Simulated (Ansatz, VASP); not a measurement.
Two plane-wave programs on Si3Ru

```
CELL_PARAMETERS angstrom
0.00000 3.00267 3.00267
3.00267 0.00000 3.00267
3.00267 3.00267 0.00000
ATOMIC_POSITIONS crystal
Si 0.25000 0.25000 0.25000
Si 0.75000 0.75000 0.75000
Si 0.50000 0.50000 0.50000
Ru 0.00000 0.00000 0.00000
```

Change from the starting cell: species swapped into the Mn3Re type (Fm-3m, No. 225).

Alike in both runs: task single point; functional PBE; k mesh 6 × 6 × 6; occupations gaussian, width 0.1 eV; collinear spin.

|  | VASP | Ansatz |
| --- | --- | --- |
| version | VASP 6.6.1 | Ansatz 0.2.0 |
| potentials or method | VASP PAW PBE potentials, release 64 (Si, Ru_pv), cutoff 520 eV | scalar-relativistic, plane waves, PAW |
| valence electrons in the cell | 26 | 28 |

```tsv
	VASP	Ansatz	Ansatz less VASP
gap on the k mesh at the Fermi level (eV)	none	none	-
pressure (GPa)	0.1	0.2	+0.06
net moment per atom (μB)	0.00	0.00	0.000
```

A gap of «none» marks a metal or a gap that the smearing closes. VASP's potentials hold 26 valence electrons a cell and Ansatz's 28, so a difference there can come from the potentials and not from the codes. Ansatz's warnings: seeded moment not kept.
